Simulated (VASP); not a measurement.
A run of VASP 6.6.1 is set up as follows.

Contents of INCAR:

```
SYSTEM = Sc3Te
PREC     = Accurate       ! precision mode
ENCUT    = 520            ! plane-wave cutoff, eV
EDIFF    = 1E-6           ! SCF threshold, eV
ISMEAR   = -1             ! smearing method
SIGMA    = 0.05           ! smearing width, eV
LREAL    = .FALSE.        ! projectors in reciprocal space
LASPH    = .TRUE.         ! aspherical terms in the spheres
NELM     = 60             ! most SCF steps
ALGO     = Fast           ! electronic algorithm
ISIF     = 2              ! what is computed and relaxed
LWAVE    = .FALSE.        ! write WAVECAR
LCHARG   = .FALSE.        ! write CHGCAR
GGA      = PE             ! functional
NBANDS   = 49             ! bands
```

Contents of KPOINTS:

```
regular mesh
0
G
  5 5 5
  0 0 0
```

POSCAR

```
Sc3Te
1.0
    6.2318330278      0.0000000000      0.0000000000
   -3.1159165140      5.3969257142      0.0000000000
    0.0000000000      0.0000000000      5.0001630886
Te Sc
2 6
Direct
    0.3333333333      0.6666666667      0.7500000000
    0.6666666667      0.3333333333      0.2500000000
    0.1671465050      0.3342930100      0.2500000000
    0.1671465050      0.8328534950      0.2500000000
    0.6657069900      0.8328534950      0.2500000000
    0.8328534950      0.6657069900      0.7500000000
    0.8328534950      0.1671465050      0.7500000000
    0.3342930100      0.1671465050      0.7500000000
```

Potentials or basis: VASP PAW PBE potentials, release 64 (Te, Sc_sv).

Launch:

```sh
$ cat potpaw_PBE.64/Te/POTCAR potpaw_PBE.64/Sc_sv/POTCAR > POTCAR
$ mpirun -np 1 vasp_std > vasp.out
```

Problem. Estimate the largest force.

Solution. 0.009 eV/Å.

Problem. What does it give for the band gap on the k mesh?

Solution. Zero (band 39 reaches 7.29 eV, above the bottom of band 40 at 6.65 eV).

Forces in eV/Å, atoms in the order of the input:
```
Te   0.000  0.000  0.000
Te   0.000  0.000  0.000
Sc   0.000 -0.009  0.000
Sc  -0.007  0.004  0.000
Sc   0.007  0.004  0.000
Sc   0.000  0.009  0.000
Sc   0.007 -0.004  0.000
Sc  -0.007 -0.004  0.000
```

Caveat: spin-orbit coupling is left out, which moves the levels of the heavy elements.
